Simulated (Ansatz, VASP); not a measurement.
## Be3Bi2: VASP beside Ansatz

File INCAR:

```
SYSTEM = Be3Bi2
PREC = Accurate
ENCUT = 520
EDIFF = 1E-6
ISMEAR = 0
SIGMA = 0.1
LREAL = .FALSE.
LASPH = .TRUE.
NELM = 100
ALGO = Normal
ISIF = 2
LWAVE = .FALSE.
LCHARG = .FALSE.
GGA = PE
NBANDS = 26
```

File KPOINTS:

```
regular mesh
0
G
  6 6 4
  0 0 0
```

POSCAR

```
Be3Bi2
1.0
    4.1619291600      0.0000000000      0.0000000000
   -2.0809645800      3.6043363800      0.0000000000
    0.0000000000      0.0000000000      6.5942124700
Be Bi
3 2
Direct
    0.0000000000      0.0000000000      0.0000000000
    0.3333333300      0.6666666700      0.3666155300
    0.6666666700      0.3333333300      0.6333844700
    0.3333333300      0.6666666700      0.7718739500
    0.6666666700      0.3333333300      0.2281260500
```

Input for Ansatz:

```yaml
crystal:
  lattice:
    - [4.16192916, 0.0, 0.0]
    - [-2.08096458, 3.60433638, 0.0]
    - [0.0, 0.0, 6.59421247]
  atoms:
    - { symbol: Be, position: [0.0, 0.0, 0.0] }
    - { symbol: Be, position: [0.33333333, 0.66666667, 0.36661553] }
    - { symbol: Be, position: [0.66666667, 0.33333333, 0.63338447] }
    - { symbol: Bi, position: [0.33333333, 0.66666667, 0.77187395] }
    - { symbol: Bi, position: [0.66666667, 0.33333333, 0.22812605] }
basis:
  ecutwfc: 420
kpoints:
  mp_grid: { grid: [6, 6, 4] }
hamiltonian:
  xc: pbe
scf:
  occupations: { method: gaussian, width: 0.1 }
  lower_state_search: "off"
output:
  forces: true
  stress: true
  eigenvalues: true
```

Change from the starting cell: species swapped into the Mg3Sb2 type (P-3m1, No. 164).

Alike in both runs: task single point; functional PBE; k mesh 6 × 6 × 4; occupations gaussian, width 0.1 eV; no spin polarisation.

```csv
,VASP,Ansatz
version,VASP 6.6.1,Ansatz 0.2.0
potentials or method,"VASP PAW PBE potentials, release 64 (Be, Bi_d), cutoff 520 eV","scalar-relativistic, plane waves, PAW"
valence electrons in the cell,36,36
```

```tsv
	VASP	Ansatz	Ansatz less VASP
gap on the k mesh at the Fermi level (eV)	none	none	-
pressure (GPa)	0.1	0.1	+0.03
traceless stress, the component that is largest in VASP (GPa)	2.61	2.62	+0.007
rms of the force components (eV/Å)	0.248	0.249	+0.0005
```

Atom by atom the forces differ by 0.001 eV/Å (rms over components). A gap of «none» marks a metal or a gap that the smearing closes.

Spin-orbit coupling is off throughout.
